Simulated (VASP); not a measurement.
# TaC in VASP: single point with PBE

Aim: the single point of TaC with PBE.

All numbers are computed with VASP 6.6.1; they aren't measurements. Logs are shortened: lines on timing, memory, paths and dates and some standing lists are left out, and cuts for length are marked.

**1. The cell of the first run**

The cell holds a slab with vacuum, 24 atoms: a = 6.329 Å, b = 6.329 Å, c = 22.459 Å, α = 90.00°, β = 90.00°, γ = 120.00°.

**2. Single point, PBE**

Contents of INCAR:

```
SYSTEM = TaC
  PREC = Accurate
  ENCUT = 520
  EDIFF = 1E-7
  ISMEAR = 0
  SIGMA = 0.1
  LREAL = Auto
  LASPH = .True.
  NELM = 60
  ALGO = Normal
  ISIF = 2
  LWAVE = .False.
  LCHARG = .False.
  LDIPOL = .True.
  IDIPOL = 3
  DIPOL = 0.5 0.5 0.500
  GGA = PE
  NBANDS = 108
```

Contents of KPOINTS:

```
regular mesh
0
Gamma
  4 4 1
  0 0 0
```

Contents of POSCAR:

```
TaC
1.0
    6.3289705824      0.0000000000      0.0000000000
   -3.1644852912      5.4810493042      0.0000000000
    0.0000000000      0.0000000000     22.4594785517
C Ta
12 12
Direct
    0.1666666667      0.3333333333      0.3561970498
    0.1666666667      0.8333333333      0.3561970498
    0.6666666667      0.3333333333      0.3561970498
    0.6666666667      0.8333333333      0.3561970498
    0.5000000000      0.5000000000      0.4712394100
    0.5000000000      0.0000000000      0.4712394100
    0.0000000000      0.5000000000      0.4712394100
    0.0000000000      0.0000000000      0.4712394100
    0.8333333333      0.6666666667      0.5885295889
    0.8333333333      0.1666666667      0.5885295889
    0.3333333333      0.6666666667      0.5885295889
    0.3333333333      0.1666666667      0.5885295889
    0.3333333333      0.1666666667      0.4137182299
    0.3333333333      0.6666666667      0.4137182299
    0.8333333333      0.1666666667      0.4137182299
    0.8333333333      0.6666666667      0.4137182299
    0.6666666667      0.3333333333      0.5299057344
    0.6666666667      0.8333333333      0.5299057344
    0.1666666667      0.3333333333      0.5299057344
    0.1666666667      0.8333333333      0.5299057344
    0.0000000000      0.5000000000      0.6398006101
    0.0000000000      0.0000000000      0.6398006101
    0.5000000000      0.5000000000      0.6398006101
    0.5000000000      0.0000000000      0.6398006101
```

Potentials or basis: VASP PAW PBE potentials, release 64 (C, Ta_pv).

Launch:

```console
$ cat potpaw_PBE.64/C/POTCAR potpaw_PBE.64/Ta_pv/POTCAR > POTCAR
$ mpirun -np 1 vasp_std > vasp.out
```

OUTCAR:

```text
SYSTEM = TaC
   PREC = Accurate
   ENCUT = 520
   EDIFF = 1E-7
   ISMEAR = 0
   LREAL = Auto
   LASPH = .True.
   NELM = 60
   ISIF = 2
   GGA = PE

 ion  position               nearest neighbor table
   1  0.167  0.333  0.356-  13 2.24  15 2.24  14 2.24
   2  0.167  0.833  0.356-  14 2.24  16 2.24  13 2.24
   3  0.667  0.333  0.356-  15 2.24  13 2.24  16 2.24
   4  0.667  0.833  0.356-  16 2.24  14 2.24  15 2.24
   5  0.500  0.500  0.471-  16 2.24  13 2.24  14 2.24  19 2.25  18 2.25  17 2.25
   6  0.500  0.000  0.471-  15 2.24  14 2.24  13 2.24  20 2.25  17 2.25  18 2.25
   7  0.000  0.500  0.471-  14 2.24  15 2.24  16 2.24  17 2.25  20 2.25  19 2.25
   8  0.000  0.000  0.471-  13 2.24  16 2.24  15 2.24  18 2.25  19 2.25  20 2.25
   9  0.833  0.667  0.589-  23 2.16  22 2.16  21 2.16  18 2.25  20 2.25  17 2.25
  10  0.833  0.167  0.589-  24 2.16  21 2.16  22 2.16  17 2.25  19 2.25  18 2.25
  11  0.333  0.667  0.589-  21 2.16  24 2.16  23 2.16  20 2.25  18 2.25  19 2.25
  12  0.333  0.167  0.589-  22 2.16  23 2.16  24 2.16  19 2.25  17 2.25  20 2.25
  13  0.333  0.167  0.414-   1 2.24   8 2.24   5 2.24   3 2.24   6 2.24   2 2.24  15 3.16  15 3.16
                            16 3.16  14 3.16  14 3.16  16 3.16  19 3.19  17 3.19  20 3.19
  14  0.333  0.667  0.414-   2 2.24   7 2.24   6 2.24   4 2.24   5 2.24   1 2.24  16 3.16  16 3.16
                            13 3.16  13 3.16  15 3.16  15 3.16  20 3.19  18 3.19  19 3.19
  15  0.833  0.167  0.414-   3 2.24   6 2.24   7 2.24   1 2.24   8 2.24   4 2.24  13 3.16  13 3.16
[... 26 lines left out ...]
 A1 = (   6.3289705824,   0.0000000000,   0.0000000000)
 A2 = (  -3.1644852912,   5.4810493042,   0.0000000000)
 A3 = (   0.0000000000,   0.0000000000,  22.4594785517)

Analysis of symmetry for initial positions (statically):
=====================================================================
 Subroutine PRICEL returns following result:

  LATTYP: Found a hexagonal cell.
 ALAT       =     3.1644852912
 C/A-ratio  =     7.0973559631

  Lattice vectors:

 A1 = (   3.1644852912,   0.0000000000,   0.0000000000)
 A2 = (  -1.5822426456,   2.7405246521,   0.0000000000)
 A3 = (   0.0000000000,   0.0000000000,  22.4594785517)

   4 primitive cells build up your supercell.

 Routine SETGRP: Setting up the symmetry group for a
 hexagonal supercell.

 Subroutine GETGRP returns: Found  6 space group operations
 (whereof  6 operations were pure point group operations)
 out of a pool of 24 trial point group operations.

The static configuration has the point symmetry C_3v.

Analysis of symmetry for dynamics (positions and initial velocities):
=====================================================================
 Subroutine PRICEL returns following result:

  LATTYP: Found a hexagonal cell.
 ALAT       =     3.1644852912
 C/A-ratio  =     7.0973559631

  Lattice vectors:

 A1 = (   3.1644852912,   0.0000000000,   0.0000000000)
 A2 = (  -1.5822426456,   2.7405246521,   0.0000000000)
 A3 = (   0.0000000000,   0.0000000000,  22.4594785517)

   4 primitive cells build up your supercell.

 Routine SETGRP: Setting up the symmetry group for a
 hexagonal supercell.

 Subroutine GETGRP returns: Found  6 space group operations
 (whereof  6 operations were pure point group operations)
 out of a pool of 24 trial point group operations.

The dynamic configuration has the point symmetry C_3v.

 Subroutine INISYM returns: Found  6 space group operations
 (whereof  6 operations are pure point group operations),
 and found     4 'primitive' translations

----------------------------------------------------------------------------------------

                                     Primitive cell

  volume of cell :     194.7765

  direct lattice vectors                    reciprocal lattice vectors
     3.164485291  0.000000000  0.000000000     0.316007157  0.182446817  0.000000000
    -1.582242646  2.740524652  0.000000000     0.000000000  0.364893634  0.000000000
     0.000000000  0.000000000 22.459478552     0.000000000  0.000000000  0.044524631

  length of vectors
     3.164485291  3.164485291 22.459478552     0.364893634  0.364893634  0.044524631

  position of ions in fractional coordinates (direct lattice)
     0.333333333  0.666666667  0.356197050
     0.000000000  0.000000000  0.471239410
     0.666666667  0.333333333  0.588529589
     0.666666667  0.333333333  0.413718230
     0.333333333  0.666666667  0.529905734
     0.000000000  0.000000000  0.639800610

  ion indices of the primitive-cell ions
   primitive index   ion index
                 1           1
                 2           7
                 3          12
                 4          13
                 5          19
                 6          21

----------------------------------------------------------------------------------------

 KPOINTS: regular mesh

Automatic generation of k-mesh.
 Grid dimensions read from file:
 generate k-points for:    4    4    1

 Generating k-lattice:

  Cartesian coordinates                     Fractional coordinates (reciprocal lattice)
     0.039500895  0.022805852  0.000000000     0.250000000 -0.000000000  0.000000000
     0.000000000  0.045611704  0.000000000     0.000000000  0.250000000  0.000000000
     0.000000000  0.000000000  0.044524631     0.000000000  0.000000000  1.000000000

  Length of vectors
     0.045611704  0.045611704  0.044524631

  Shift w.r.t. Gamma in fractional coordinates (k-lattice)
     0.000000000  0.000000000  0.000000000

 Subroutine IBZKPT returns following result:
 ===========================================

 Found      4 irreducible k-points:

 Following reciprocal coordinates:
            Coordinates               Weight
  0.000000  0.000000  0.000000      1.000000
  0.250000 -0.000000  0.000000      6.000000
  0.500000 -0.000000  0.000000      3.000000
  0.250000  0.250000  0.000000      6.000000
   k-points           NKPTS =      4   k-points in BZ     NKDIM =      4   number of bands    NBANDS=    108
   number of dos      NEDOS =    301   number of ions     NIONS =     24
   total plane-waves  NPLWV = 387072
   dimension x,y,z NGX =    48 NGY =   48 NGZ =  168
   dimension x,y,z NGXF=    96 NGYF=   96 NGZF=  336
   ions per type =              12  12
   NGX,Y,Z   is equivalent  to a cutoff of  12.61, 12.61, 12.44 a.u.
   NGXF,Y,Z  is equivalent  to a cutoff of  25.22, 25.22, 24.87 a.u.
 SYSTEM =  TaC
   PREC   = accura    normal or accurate (medium, high low for compatibility)
   ISTART =      0    job   : 0-new  1-cont  2-samecut
   ICHARG =      2    charge: 1-file 2-atom 10-const
   ISPIN  =      1    spin polarized calculation?
   LNONCOLLINEAR =      F non collinear calculations
   LSORBIT =      F    spin-orbit coupling
   LASPH  =      T    aspherical Exc in radial PAW
   ENCUT  =  520.0 eV  38.22 Ry    6.18 a.u.  11.77 11.77 41.76*2*pi/ulx,y,z
   NELM   =     60;   NELMIN=  2; NELMDL= -5     # of ELM steps
   EDIFF  = 0.1E-06   stopping-criterion for ELM
   LREAL  =      T    real-space projection
   EDIFFG = 0.1E-05   stopping-criterion for IOM
   NSW    =      0    number of steps for IOM
   IBRION =     -1    ionic relax: 0-MD 1-quasi-New 2-CG
   NFREE  =      0    steps in history (QN), initial steepest desc. (CG)
   ISIF   =      2    stress and relaxation
   ISYM   =      2    0-nonsym 1-usesym 2-fastsym
   POTIM  = 0.5000    time-step for ionic-motion
   TEBEG  =    0.0;   TEEND  =   0.0 temperature during run
   PSTRESS=    0.0 pullay stress
   NELECT =     180.0000    total number of electrons
   NUPDOWN=      -1.0000    fix difference up-down
   EMIN   =  10.00;   EMAX   =-10.00  energy-range for DOS
   EFERMI =   0.00;   METHOD = LEGACY
   ISMEAR =     0;   SIGMA  =   0.10  broadening in eV -4-tet -1-fermi 0-gaus
   EFERMI_NEDOS =   21; number of points for ismear=-14 and -15
   IALGO  =     38    algorithm
   IMIX   =      4    mixing-type and parameters
     AMIX     =   0.40;   BMIX     =  1.00
     AMIX_MAG =   1.60;   BMIX_MAG =  1.00
  volume/ion in A,a.u.               =      32.46       219.07
  Fermi-wavevector in a.u.,A,eV,Ry     =   1.004539  1.898304 13.729623  1.009099
  Thomas-Fermi vector in A             =   2.137161
   LORBIT       =      0    0 simple, 1 ext, 2 COOP (PROOUT), +10 PAW based schemes
   GGA     = PE    functional components
   LHFCALC =     F    Hartree Fock is set to
   AEXX    =    0.0000 exact exchange contribution
   IVDW    =     0    specifies the selected vdW correction
   LEPSILON=     F    determine dielectric tensor
   LRPA    =     F    only Hartree local field effects (RPA)
 non-spin polarized calculation
 Gauss-broadening in eV      SIGMA  =   0.10
  energy-cutoff  :      520.00
  volume of cell :      779.11
 maximum number of plane-waves:     20984
 NGX is ok and might be reduce to    48
   NGX = 23   NGY = 23   NGZ = 83

 dipolmoment           0.000000      0.000000      0.056899 electrons x Angstroem

 number of electron     179.9999987 magnetization

 dipolmoment           0.000000      0.000000     -0.404194 electrons x Angstroem

 Free energy of the ion-electron system (eV)
  ---------------------------------------------------
  ext. energy  EPLUGINS =         0.00000000
  ---------------------------------------------------
  free energy    TOTEN  =      -246.39169100 eV

  energy without entropy =     -246.25642374  energy(sigma->0) =     -246.32405737

 E-fermi :  -1.1068     XC(G=0):  -5.5039

 val. band max:       -1.1175115165   @ k =   0.2500   0.2500   0.0000
 cond. band min:      -1.0945303683   @ k =   0.2500   0.2500   0.0000
 fundamental gap:      0.0229811482
 Fermi energy:        -1.1067605097

 k-point     1 :       0.0000    0.0000    0.0000
  band No.  band energies     occupation
      1     -36.4911      2.00000
      2     -36.4911      2.00000
      3     -36.4911      2.00000
      4     -36.4019      2.00000
      5     -36.2502      2.00000
      6     -36.2502      2.00000
[... 409 lines left out ...]
    101       0.9806      0.00000
    102       1.0965      0.00000
 [bands above 102 left out]

------------------------ aborting loop because EDIFF is reached ----------------------------------------

 vacuum level on the upper side and lower side of the slab       (xc-potential included)        -1.074         1.011

  FORCE on cell =-STRESS in cart. coord.  units (eV):
  Direction    XX          YY          ZZ          XY          YZ          ZX
  --------------------------------------------------------------------------------------
  -------------------------------------------------------------------------------------
  Total      -14.0175485    -14.0175485    -10.9186239      0.0000000      0.0000000      0.0000000
  in kB      -28.8261204    -28.8261204    -22.4533959      0.0000000      0.0000000      0.0000000
  external PRESSURE =     -26.7018789 kB  Pullay stress =       0.0000000 kB

 VOLUME and BASIS-vectors are now :
 -----------------------------------------------------------------------------
  energy-cutoff  :      520.00
  volume of cell :      779.11
      direct lattice vectors                 reciprocal lattice vectors
     6.328970582  0.000000000  0.000000000     0.158003578  0.091223409  0.000000000
    -3.164485291  5.481049304  0.000000000     0.000000000  0.182446817  0.000000000
     0.000000000  0.000000000 22.459478552     0.000000000  0.000000000  0.044524631

 POSITION                                       TOTAL-FORCE (eV/Angst)
 -----------------------------------------------------------------------------------
      0.00000      1.82702      8.00000        -0.000000     -0.000000      2.777637
     -1.58224      4.56754      8.00000        -0.000000     -0.000000      2.777637
      3.16449      1.82702      8.00000        -0.000000     -0.000000      2.777637
      1.58224      4.56754      8.00000        -0.000000     -0.000000      2.777637
      1.58224      2.74052     10.58379        -0.000000      0.000000      0.554610
      3.16449      0.00000     10.58379         0.000000     -0.000000      0.554610
[... 16 lines left out ...]
      1.58224      2.74052     14.36959        -0.000000     -0.000000      0.031979
      3.16449      0.00000     14.36959         0.000000     -0.000000      0.031979
 -----------------------------------------------------------------------------------
    total drift:                               -0.000000     -0.000000     -0.011720

  FREE ENERGIE OF THE ION-ELECTRON SYSTEM (eV)
  ---------------------------------------------------
  free  energy   TOTEN  =      -246.3916910024 eV

  energy  without entropy=     -246.2564237409  energy(sigma->0) =     -246.32405737

 vacuum level on the upper side and lower side of the slab         3.540         5.671
```

Run time: 24 min. Hardware: 1 thread of Intel Xeon Platinum 8375C at 2.90GHz (Ice Lake), shared host; peak memory 0.85 GiB.

Results:

```
Free energy            : -246.3917 eV
Largest force          : 3.358 eV/Å
Band gap on the k mesh : zero (bands 90 and 91 overlap by 0.12 eV)
```

Forces in eV/Å, atoms in the order of the input:
```
C    0.000  0.000  2.778
C    0.000  0.000  2.778
C    0.000  0.000  2.778
C    0.000  0.000  2.778
C    0.000  0.000  0.555
C    0.000  0.000  0.555
C    0.000  0.000  0.555
C    0.000  0.000  0.555
C    0.000  0.000  0.003
C    0.000  0.000  0.003
C    0.000  0.000  0.003
C    0.000  0.000  0.003
Ta   0.000  0.000 -3.358
Ta   0.000  0.000 -3.358
Ta   0.000  0.000 -3.358
Ta   0.000  0.000 -3.358
Ta   0.000  0.000 -0.009
Ta   0.000  0.000 -0.009
Ta   0.000  0.000 -0.009
Ta   0.000  0.000 -0.009
Ta   0.000  0.000  0.032
Ta   0.000  0.000  0.032
Ta   0.000  0.000  0.032
Ta   0.000  0.000  0.032
```

Caveat: spin-orbit coupling is left out, which moves the levels of the heavy elements.
